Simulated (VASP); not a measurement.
Wanted: the native input for a VASP 6.6.1 run.

| Item | Value |
| --- | --- |
| Task | single point |
| Functional | PBE |
| Potentials or basis | VASP PAW PBE potentials, release 64 (Ti_sv, Al, B) |
| Cutoff | 500 eV |
| k mesh | 4 × 4 × 4 |
| Occupations | gaussian, width 0.2 eV |
| Spin | no spin polarisation |
| Dipole correction | no |
| Further INCAR settings | ALGO = Normal; EDIFF = 1e-06; NBANDS = 33 |

The structure of Ti3AlB3 lies in POSCAR:

```
Ti3AlB3
1.0
    3.0463973489      1.7588383306      2.7939199331
   -3.0463973489      1.7588383306      2.7939199331
    0.0000000000     -3.5176766578      2.7939199352
Ti Al B
3 1 3
Direct
    0.0000000000      0.5000000000      0.5000000000
    0.5000000000      0.5000000000      0.0000000000
    0.5000000000      0.0000000000      0.5000000000
    0.0000000000      0.0000000000      0.0000000000
    0.5000000000      0.0000000000      0.0000000000
    0.0000000000      0.0000000000      0.5000000000
    0.0000000000      0.5000000000      0.0000000000
```

The cell was generated, and may not be a known phase.

These files were run (other wordings do the same):

INCAR

```
SYSTEM = Ti3AlB3
  PREC = Accurate
  ENCUT = 500
  EDIFF = 1E-6
  ISMEAR = 0
  SIGMA = 0.2
  LREAL = .FALSE.
  LASPH = .TRUE.
  NELM = 120
  ALGO = Normal
  ISIF = 2
  LWAVE = .FALSE.
  LCHARG = .TRUE.
  GGA = PE
  LELF = .TRUE.
  LVHAR = .TRUE.
  NBANDS = 33
  GGA_COMPAT = .FALSE.
```

KPOINTS

```
Automatic mesh
0
G
  4 4 4
  0 0 0
```

Potentials or basis: VASP PAW PBE potentials, release 64 (Ti_sv, Al, B).

The run is started by

```sh
$ cat potpaw_PBE.64/Ti_sv/POTCAR potpaw_PBE.64/Al/POTCAR potpaw_PBE.64/B/POTCAR > POTCAR
$ mpirun -np 1 vasp_std > vasp.out
```

It gave:

* Pressure: -0.3 GPa
* Band gap on the k mesh: zero (bands 24 and 25 overlap by 1.26 eV)

It took 38 s on 1 thread of Intel(R) Xeon(R) Platinum 8375C CPU @ 2.90GHz (Ice Lake), with other jobs on the host, peak memory 0.21 GiB.
